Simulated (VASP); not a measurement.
# TePb: single point with revpbe exchange, lda correlation

TePb:

```
CELL_PARAMETERS angstrom
0.00000 3.23100 3.23100
3.23100 0.00000 3.23100
3.23100 3.23100 0.00000
ATOMIC_POSITIONS crystal
Pb 0.00000 0.00000 0.00000
Te 0.50000 0.50000 0.50000
```

* Program: VASP 6.6.1
* Task: single point
* Functional: revpbe exchange, lda correlation
* Potentials or basis: VASP PAW PBE potentials, release 64 (Pb_d, Te)
* Cutoff: 500 eV
* k mesh: 7 × 7 × 7
* Occupations: gaussian, width 0.01 eV
* Spin: no spin polarisation

```json
{"Pressure": "8.2 GPa"}
```

Levels at points of the mesh, in eV from the Fermi level:
```
           k point  band 7  band 8  band 9  band 10  band 11  band 12  band 13  band 14
(0.00, 0.00, 0.00)   -5.78   -1.38   -1.38    -1.38     4.03     4.03     4.03     6.11
```

Wall time 26 s on 1 thread of AMD EPYC 7R43 64-Core Processor (Zen 3), with other jobs on the host, peak memory 0.17 GiB.

Caveat: this odd mesh misses L, so gap, dielectric constants and Born charges aren't listed; the cell stands under pressure; the PAW data sets were made with another functional, which shifts forces and pressure a little; spin-orbit coupling is left out, which moves the levels of the heavy elements.
